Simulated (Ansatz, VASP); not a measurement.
# HPbNO4: VASP beside Ansatz

The input INCAR:

```
PREC     = Accurate       # precision mode
ENCUT    = 520            # plane-wave cutoff, eV
EDIFF    = 1E-6           # SCF threshold, eV
ISMEAR   = -1             # smearing method
SIGMA    = 0.05           # smearing width, eV
LREAL    = F              # projectors in reciprocal space
LASPH    = T              # aspherical terms in the spheres
NELM     = 80             # most SCF steps
ALGO     = Normal         # electronic algorithm
ISIF     = 2              # what is computed and relaxed
LWAVE    = F              # write WAVECAR
LCHARG   = F              # write CHGCAR
GGA      = PE             # functional
NBANDS   = 57             # bands
```

KPOINTS

```
Automatic mesh
0
Gamma
  6 5 4
```

POSCAR

```
HPbNO4
1.0
    4.8240011800      0.0000000000      0.0000000000
    0.0000000000      5.4829393677      0.0000000000
    0.0000000000      0.0000000000      7.0956025909
H Pb N O
2 2 2 8
Direct
    0.0000000000      0.5000000000      0.1931700000
    0.5000000000      0.0000000000      0.8068300000
    0.5000000000      0.5000000000      0.9525700000
    0.0000000000      0.0000000000      0.0474300000
    0.0000000000      0.0000000000      0.6365400000
    0.5000000000      0.5000000000      0.3634600000
    0.0000000000      0.5000000000      0.0586000000
    0.5000000000      0.0000000000      0.9414000000
    0.0000000000      0.1956900000      0.7299500000
    0.0000000000      0.8043100000      0.7299500000
    0.0000000000      0.0000000000      0.4675000000
    0.5000000000      0.6956900000      0.2700500000
    0.5000000000      0.3043100000      0.2700500000
    0.5000000000      0.5000000000      0.5325000000
```

Contents of input.yaml:

```yaml
crystal:
  lattice:
    - [4.82400118, 0.0, 0.0]
    - [0.0, 5.4829393677, 0.0]
    - [0.0, 0.0, 7.0956025909]
  atoms:
    - { symbol: H, position: [0.0, 0.5, 0.19317] }
    - { symbol: H, position: [0.5, 0.0, 0.80683] }
    - { symbol: Pb, position: [0.5, 0.5, 0.95257] }
    - { symbol: Pb, position: [0.0, 0.0, 0.04743] }
    - { symbol: "N", position: [0.0, 0.0, 0.63654] }
    - { symbol: "N", position: [0.5, 0.5, 0.36346] }
    - { symbol: O, position: [0.0, 0.5, 0.0586] }
    - { symbol: O, position: [0.5, 0.0, 0.9414] }
    - { symbol: O, position: [0.0, 0.19569, 0.72995] }
    - { symbol: O, position: [0.0, 0.80431, 0.72995] }
    - { symbol: O, position: [0.0, 0.0, 0.4675] }
    - { symbol: O, position: [0.5, 0.69569, 0.27005] }
    - { symbol: O, position: [0.5, 0.30431, 0.27005] }
    - { symbol: O, position: [0.5, 0.5, 0.5325] }
hamiltonian:
  xc: pbe
  pseudopotentials: { kind: paw }
kpoints:
  mp_grid: { grid: [6, 5, 4] }
scf:
  occupations: { method: fermi_dirac, width: 0.05 }
output:
  forces: true
  stress: true
  eigenvalues: true
  write_density: true
  write_potential: true
  elf: true
  volumetric_format: npy
```

Alike in both runs: task single point; functional PBE; k mesh 6 × 5 × 4; occupations fermi-dirac, width 0.05 eV; no spin polarisation.

|  | VASP | Ansatz |
| --- | --- | --- |
| version | VASP 6.6.1 | Ansatz 0.2.0 |
| potentials or method | VASP PAW PBE potentials, release 64 (H, Pb_d, N, O) | Ansatz PAW |
| plane-wave cutoff (eV) | 520 | 420 |
| valence electrons in the cell | 88 | 88 |

```csv
,VASP,Ansatz,Ansatz less VASP
gap on the k mesh at the Fermi level (eV),3.02,3.03,+0.012
least direct gap on the mesh (eV),3.03,3.04,+0.012
pressure (GPa),7.6,6.7,-0.95
"traceless stress, the component that is largest in VASP (GPa)",-5.38,-4.16,+1.216
rms of the force components (eV/Å),0.928,0.715,-0.2126
```

Atom by atom the forces differ by 0.223 eV/Å (rms over components).

Spin-orbit coupling is off throughout. Noted on VASP's run: the standard files for N, O and F lose accuracy on very short bonds. Noted on Ansatz's run: odd divisions of the mesh miss points on the zone boundary, where band edges often lie, so the gap on the mesh can be too wide.
